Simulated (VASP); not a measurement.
**AlRu: single point with PBE**

The system is AlRu.

```
CELL_PARAMETERS angstrom
2.99160 0.00000 0.00000
0.00000 2.99160 0.00000
0.00000 0.00000 2.99160
ATOMIC_POSITIONS crystal
Ru 0.50000 0.50000 0.50000
Al 0.00000 0.00000 0.00000
```

```
Program                : VASP 6.6.1
Task                   : single point
Functional             : PBE
Potentials or basis    : VASP PAW PBE potentials, release 64 (Ru_pv, Al)
Cutoff                 : 520 eV
k mesh                 : 9 × 9 × 9
Occupations            : fermi-dirac, width 0.05 eV
Spin                   : no spin polarisation
Dipole correction      : no
Further INCAR settings : ALGO = Fast; EDIFF = 1e-06; NBANDS = 16
```

```yaml
Pressure: 2.4 GPa
```

Levels at points of the mesh, in eV from the Fermi level:
| k point | band 6 | band 7 | band 8 | band 9 | band 10 | band 11 | band 12 | band 13 |
| --- | --- | --- | --- | --- | --- | --- | --- | --- |
| (0.00, 0.00, 0.00) | -3.49 | 0.24 | 0.24 | 0.24 | 6.16 | 6.16 | 6.16 | 11.06 |

It took 9.1 s on 1 thread of AMD EPYC 9R14 (Zen 4) (shared host), peak memory 0.11 GiB.
